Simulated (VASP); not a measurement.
# BN (Cmcm) in VASP: a series of runs

The runs below take BN through single point, with PBE.

All numbers are computed with VASP 6.6.1; they aren't measurements. Logs are shortened: lines on timing, memory, paths and dates and some standing lists are left out, and cuts for length are marked.

### Step 1. The cell of the first run

The typed cell holds 4 atoms: a = 2.488 Å, b = 2.488 Å, c = 6.495 Å, α = 90.00°, β = 90.00°, γ = 120.00°.

### Step 2. Single point, PBE

File INCAR:

```
ALGO = Normal
EDIFF = 1E-6
ENCUT = 700
GGA = PE
GGA_COMPAT = False
ISIF = 2
ISMEAR = 0
ISYM = -1
LASPH = True
LCHARG = False
LREAL = False
LWAVE = False
NBANDS = 16
NELM = 120
PREC = Accurate
SIGMA = 0.01
```

File KPOINTS:

```
explicit points
9
Reciprocal
  0.08333333   0.08333333   0.25000000 1
  0.08333333   0.41666667   0.25000000 1
  0.08333333   0.75000000   0.25000000 1
  0.41666667   0.08333333   0.25000000 1
  0.41666667   0.41666667   0.25000000 1
  0.41666667   0.75000000   0.25000000 1
  0.75000000   0.08333333   0.25000000 1
  0.75000000   0.41666667   0.25000000 1
  0.75000000   0.75000000   0.25000000 1
```

File POSCAR:

```
BN
1.0
    2.4883437600      0.0000000000      0.0000000000
   -1.2441718800      2.1549689100      0.0000000000
    0.0000000000      0.0000000000      6.4954828800
B N
2 2
Direct
    0.3335905393      0.6664094607      0.2500000000
    0.6664094607      0.3335905393      0.7500000000
    0.3342207760      0.6657792240      0.7500000000
    0.6657792240      0.3342207760      0.2500000000
```

Potentials or basis: VASP PAW PBE potentials, release 64 (B, N).

Run with:

```bash
> cat potpaw_PBE.64/B/POTCAR potpaw_PBE.64/N/POTCAR > POTCAR
> mpirun -np 1 vasp_std > vasp.out
```

OUTCAR:

```text
EDIFF = 1E-6
   ENCUT = 700
   GGA = PE
   ISIF = 2
   ISMEAR = 0
   ISYM = -1
   LASPH = True
   LREAL = False
   NELM = 120
   PREC = Accurate

 ion  position               nearest neighbor table
   1  0.334  0.666  0.250-   4 1.43   4 1.44   4 1.44
   2  0.666  0.334  0.750-   3 1.43   3 1.44   3 1.44
   3  0.334  0.666  0.750-   2 1.43   2 1.44   2 1.44
   4  0.666  0.334  0.250-   1 1.43   1 1.44   1 1.44

IMPORTANT INFORMATION: All symmetrisations will be switched off!
NOSYMM: (Re-)initialisation of all symmetry stuff for point group C_1.

----------------------------------------------------------------------------------------

                                     Primitive cell

  volume of cell :      34.8308

  direct lattice vectors                    reciprocal lattice vectors
     2.488343760  0.000000000  0.000000000     0.401873735  0.232021909  0.000000000
    -1.244171880  2.154968910  0.000000000     0.000000000  0.464043818  0.000000000
     0.000000000  0.000000000  6.495482880     0.000000000  0.000000000  0.153953142

  length of vectors
     2.488343760  2.488343760  6.495482880     0.464043818  0.464043818  0.153953142

  position of ions in fractional coordinates (direct lattice)
     0.333590539  0.666409461  0.250000000
     0.666409461  0.333590539  0.750000000
     0.334220776  0.665779224  0.750000000
     0.665779224  0.334220776  0.250000000

  ion indices of the primitive-cell ions
   primitive index   ion index
                 1           1
                 2           2
                 3           3
                 4           4

----------------------------------------------------------------------------------------

 KPOINTS: explicit points

Read explicit list of k-points.

 Found      9 k-points:

 Following reciprocal coordinates:
            Coordinates               Weight
  0.083333  0.083333  0.250000      0.111111
  0.083333  0.416667  0.250000      0.111111
  0.083333  0.750000  0.250000      0.111111
  0.416667  0.083333  0.250000      0.111111
  0.416667  0.416667  0.250000      0.111111
  0.416667  0.750000  0.250000      0.111111
  0.750000  0.083333  0.250000      0.111111
  0.750000  0.416667  0.250000      0.111111
  0.750000  0.750000  0.250000      0.111111
   k-points           NKPTS =      9   k-points in BZ     NKDIM =      9   number of bands    NBANDS=     16
   number of dos      NEDOS =    301   number of ions     NIONS =      4
   total plane-waves  NPLWV =  32256
   dimension x,y,z NGX =    24 NGY =   24 NGZ =   56
   dimension x,y,z NGXF=    48 NGYF=   48 NGZF=  112
   ions per type =               2   2
   NGX,Y,Z   is equivalent  to a cutoff of  16.03, 16.03, 14.33 a.u.
   NGXF,Y,Z  is equivalent  to a cutoff of  32.07, 32.07, 28.67 a.u.
 SYSTEM =  unknown system
   PREC   = accura    normal or accurate (medium, high low for compatibility)
   ISTART =      0    job   : 0-new  1-cont  2-samecut
   ICHARG =      2    charge: 1-file 2-atom 10-const
   ISPIN  =      1    spin polarized calculation?
   LNONCOLLINEAR =      F non collinear calculations
   LSORBIT =      F    spin-orbit coupling
   LASPH  =      T    aspherical Exc in radial PAW
   ENCUT  =  700.0 eV  51.45 Ry    7.17 a.u.   5.37  5.37 14.01*2*pi/ulx,y,z
   NELM   =    120;   NELMIN=  2; NELMDL= -5     # of ELM steps
   EDIFF  = 0.1E-05   stopping-criterion for ELM
   LREAL  =      F    real-space projection
   EDIFFG = 0.1E-04   stopping-criterion for IOM
   NSW    =      0    number of steps for IOM
   IBRION =     -1    ionic relax: 0-MD 1-quasi-New 2-CG
   NFREE  =      0    steps in history (QN), initial steepest desc. (CG)
   ISIF   =      2    stress and relaxation
   ISYM   =     -1    0-nonsym 1-usesym 2-fastsym
   POTIM  = 0.5000    time-step for ionic-motion
   TEBEG  =    0.0;   TEEND  =   0.0 temperature during run
   PSTRESS=    0.0 pullay stress
   NELECT =      16.0000    total number of electrons
   NUPDOWN=      -1.0000    fix difference up-down
   EMIN   =  10.00;   EMAX   =-10.00  energy-range for DOS
   EFERMI =   0.00;   METHOD = LEGACY
   ISMEAR =     0;   SIGMA  =   0.01  broadening in eV -4-tet -1-fermi 0-gaus
   EFERMI_NEDOS =   21; number of points for ismear=-14 and -15
   IALGO  =     38    algorithm
   IMIX   =      4    mixing-type and parameters
     AMIX     =   0.40;   BMIX     =  1.00
     AMIX_MAG =   1.60;   BMIX_MAG =  1.00
  volume/ion in A,a.u.               =       8.71        58.76
  Fermi-wavevector in a.u.,A,eV,Ry     =   1.263166  2.387038 21.709310  1.595589
  Thomas-Fermi vector in A             =   2.396537
   LORBIT       =      0    0 simple, 1 ext, 2 COOP (PROOUT), +10 PAW based schemes
   GGA     = PE    functional components
   LHFCALC =     F    Hartree Fock is set to
   AEXX    =    0.0000 exact exchange contribution
   IVDW    =     0    specifies the selected vdW correction
   LEPSILON=     F    determine dielectric tensor
   LRPA    =     F    only Hartree local field effects (RPA)
 non-spin polarized calculation
 Gauss-broadening in eV      SIGMA  =   0.01
  energy-cutoff  :      700.00
  volume of cell :       34.83
 maximum number of plane-waves:      1480
 NGX is ok and might be reduce to    24
   NGX = 11   NGY = 11   NGZ = 29

 number of electron      16.0000000 magnetization

 Free energy of the ion-electron system (eV)
  ---------------------------------------------------
  ext. energy  EPLUGINS =         0.00000000
  ---------------------------------------------------
  free energy    TOTEN  =       -35.18842978 eV

  energy without entropy =      -35.18842978  energy(sigma->0) =      -35.18842978

 E-fermi :   2.3682     XC(G=0): -10.2551

 val. band max:        2.2874160783   @ k =   0.4167   0.4167   0.2500
 cond. band min:       7.0827492424   @ k =   0.4167   0.4167   0.2500
 fundamental gap:      4.7953331641
 Fermi energy:         2.3682392153

 k-point     1 :       0.0833    0.0833    0.2500
  band No.  band energies     occupation
      1     -14.9517      2.00000
      2     -14.7192      2.00000
      3      -3.0342      2.00000
      4      -1.4503      2.00000
      5      -0.2197      2.00000
      6      -0.1935      2.00000
[... 8 lines left out ...]
     15      15.9743      0.00000
     16      16.3960      0.00000

 k-point     2 :       0.0833    0.4167    0.2500
  band No.  band energies     occupation
      1     -12.1631      2.00000
      2     -12.0824      2.00000
      3      -6.2120      2.00000
      4      -6.1511      2.00000
      5      -2.0122      2.00000
      6      -1.9540      2.00000
[... 8 lines left out ...]
     15      18.1211      0.00000
     16      21.2131      0.00000

 k-point     3 :       0.0833    0.7500    0.2500
  band No.  band energies     occupation
      1     -14.4253      2.00000
      2     -14.2085      2.00000
      3      -2.3254      2.00000
      4      -1.7647      2.00000
      5      -1.7441      2.00000
      6      -0.7583      2.00000
[... 8 lines left out ...]
     15      17.3282      0.00000
     16      17.5795      0.00000

 k-point     4 :       0.4167    0.0833    0.2500
  band No.  band energies     occupation
      1     -12.1631      2.00000
      2     -12.0824      2.00000
      3      -6.2120      2.00000
      4      -6.1511      2.00000
      5      -2.0122      2.00000
      6      -1.9540      2.00000
[... 8 lines left out ...]
     15      18.1211      0.00000
     16      21.2131      0.00000

 k-point     5 :       0.4167    0.4167    0.2500
  band No.  band energies     occupation
      1     -11.8732      2.00000
      2     -11.8241      2.00000
      3      -6.1450      2.00000
      4      -6.0844      2.00000
      5      -2.9806      2.00000
      6      -2.9164      2.00000
[... 8 lines left out ...]
     15      17.9014      0.00000
     16      20.6261      0.00000

 k-point     6 :       0.4167    0.7500    0.2500
  band No.  band energies     occupation
      1     -13.0178      2.00000
      2     -12.8554      2.00000
      3      -4.4033      2.00000
      4      -4.3636      2.00000
      5      -2.2768      2.00000
      6      -2.2237      2.00000
[... 8 lines left out ...]
     15      17.6264      0.00000
     16      18.9836      0.00000

 k-point     7 :       0.7500    0.0833    0.2500
  band No.  band energies     occupation
      1     -14.4253      2.00000
      2     -14.2085      2.00000
      3      -2.3254      2.00000
      4      -1.7647      2.00000
      5      -1.7441      2.00000
      6      -0.7583      2.00000
[... 8 lines left out ...]
     15      17.3282      0.00000
     16      17.5795      0.00000

 k-point     8 :       0.7500    0.4167    0.2500
  band No.  band energies     occupation
      1     -13.0178      2.00000
      2     -12.8554      2.00000
      3      -4.4033      2.00000
      4      -4.3636      2.00000
      5      -2.2768      2.00000
      6      -2.2237      2.00000
[... 8 lines left out ...]
     15      17.6264      0.00000
     16      18.9836      0.00000

 k-point     9 :       0.7500    0.7500    0.2500
  band No.  band energies     occupation
      1     -12.2744      2.00000
      2     -12.1554      2.00000
      3      -5.1278      2.00000
      4      -5.0977      2.00000
      5      -3.3998      2.00000
      6      -3.3638      2.00000
[... 8 lines left out ...]
     15      17.7805      0.00000
     16      19.0507      0.00000

------------------------ aborting loop because EDIFF is reached ----------------------------------------

  FORCE on cell =-STRESS in cart. coord.  units (eV):
  Direction    XX          YY          ZZ          XY          YZ          ZX
  --------------------------------------------------------------------------------------
  -------------------------------------------------------------------------------------
  Total        2.4156597      2.4513588      0.7675391      0.0309164     -0.0119503     -0.0068987
  in kB      111.1177694    112.7598872     35.3059812      1.4221203     -0.5497018     -0.3173341
  external PRESSURE =      86.3945459 kB  Pullay stress =       0.0000000 kB

 VOLUME and BASIS-vectors are now :
 -----------------------------------------------------------------------------
  energy-cutoff  :      700.00
  volume of cell :       34.83
      direct lattice vectors                 reciprocal lattice vectors
     2.488343760  0.000000000  0.000000000     0.401873735  0.232021909  0.000000000
    -1.244171880  2.154968910  0.000000000     0.000000000  0.464043818  0.000000000
     0.000000000  0.000000000  6.495482880     0.000000000  0.000000000  0.153953142

 POSITION                                       TOTAL-FORCE (eV/Angst)
 -----------------------------------------------------------------------------------
      0.00096      1.43609      1.62387        -0.000411      0.000236      0.000001
      1.24321      0.71888      4.87161         0.000405     -0.000235      0.000001
      0.00331      1.43473      4.87161        -0.000374      0.000217      0.000000
      1.24086      0.72024      1.62387         0.000379     -0.000219     -0.000002
 -----------------------------------------------------------------------------------
    total drift:                                0.000005     -0.000002     -0.000003

  FREE ENERGIE OF THE ION-ELECTRON SYSTEM (eV)
  ---------------------------------------------------
  free  energy   TOTEN  =       -35.1884297773 eV

  energy  without entropy=      -35.1884297773  energy(sigma->0) =      -35.18842978
```

Run time: 16 s. Hardware: 1 thread of Intel Xeon 8259CL, shared host; peak memory 0.16 GiB.

What came out:

- Free energy: -35.1884 eV
- Pressure: 8.6 GPa
- Band gap on the k mesh: 4.80 eV

Caveat: the stress differs along the axes, from 4 to 11 GPa; a shifted mesh leaves out Γ, where band edges can lie; this functional lacks dispersion, which binds layers or chains, so the pressure and a relaxed spacing across them are unreliable. A k mesh can miss the band edges.

[end of part 1 of 2]
